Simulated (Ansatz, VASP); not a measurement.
# One calculation of Cd5HgO6, two programs

```xyz
12
Lattice="3.3866 0.0000 0.0000 -1.6933 2.9329 0.0000 0.0000 0.0000 16.6440" Properties=species:S:1:pos:R:3 pbc="T T T"
Cd    1.6933    0.9776   11.1609
Cd    0.0000    1.9552    5.4832
Cd    1.6933    0.9776    2.7409
Cd    0.0000    0.0000    0.0000
Cd    0.0000    1.9552   13.9032
Hg    0.0000    0.0000    8.3220
O     0.0000    1.9552    9.8248
O     1.6933    0.9776    6.8192
O     0.0000    0.0000    4.1098
O     0.0000    1.9552    1.3700
O     1.6933    0.9776   15.2740
O     0.0000    0.0000   12.5342
```

Alike in both runs: functional PBE; k mesh 12 × 12 × 4; occupations gaussian, width 0.1 eV; no spin polarisation.

Ansatz relaxed the structure, and its values are those at the end. VASP's run is a single point on that final structure, the one shown.

```csv
,VASP,Ansatz
version,VASP 6.6.1,Ansatz 0.2.0
potentials or method,"VASP PAW PBE potentials, release 64 (Cd, Hg, O), cutoff 520 eV","scalar-relativistic, plane waves, PAW"
valence electrons in the cell,108,156
```

VASP gave:

- gap on the k mesh at the Fermi level (eV): none
- pressure (GPa): 1.1

**Question.** What did Ansatz give for the same quantities?

**Answer.** gap on the k mesh at the Fermi level (eV): none; pressure (GPa): 0.0.

A gap of «none» marks a metal or a gap that the smearing closes. VASP's potentials hold 108 valence electrons a cell and Ansatz's 156, so a difference there can come from the potentials and not from the codes.

Spin-orbit coupling is off throughout.
